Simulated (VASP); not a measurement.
Here is a VASP 6.6.1 calculation.

File INCAR:

```
SYSTEM = TaAs
PREC = Accurate ; ENCUT = 520
EDIFF = 1E-7 ; ISMEAR = -1
SIGMA = 0.15 ; LREAL = .False.
LASPH = .True. ; NELM = 100
ALGO = Normal ; ISIF = 2
LWAVE = .False. ; LCHARG = .False.
GGA = PS ; NBANDS = 24
```

KPOINTS

```
regular mesh
0
Gamma
  18 18 18
  0 0 0
```

Contents of POSCAR:

```
TaAs
1.0
   -1.7147865347      1.7147865347      5.7907548418
    1.7147865347     -1.7147865347      5.7907548418
    1.7147865347      1.7147865347     -5.7907548418
Ta As
2 2
Direct
    0.5003116661      1.0003116661      0.5000000000
    0.7503116661      0.7503116661      0.0000000000
    0.0822877539      0.5822877539      0.5000000000
    0.3322877539      0.3322877539      0.0000000000
```

Potentials or basis: VASP PAW PBE potentials, release 64 (Ta_pv, As).

Run with:

```sh
$ cat potpaw_PBE.64/Ta_pv/POTCAR potpaw_PBE.64/As/POTCAR > POTCAR
$ mpirun -np 1 vasp_std > vasp.out
```

Question: Estimate the band gap on the k mesh.

Answer: Zero (band 16 reaches 7.05 eV, above the bottom of band 17 at 7.01 eV).

Question: Estimate the pressure.

Answer: 0.7 GPa.

Stress tensor (GPa, compression positive):
```
0.72 0.00 0.00
0.00 0.72 0.00
0.00 0.00 0.57
```

Caveat: the PAW data sets were made with another functional, which shifts forces and pressure a little; spin-orbit coupling is left out, which moves the levels of the heavy elements.
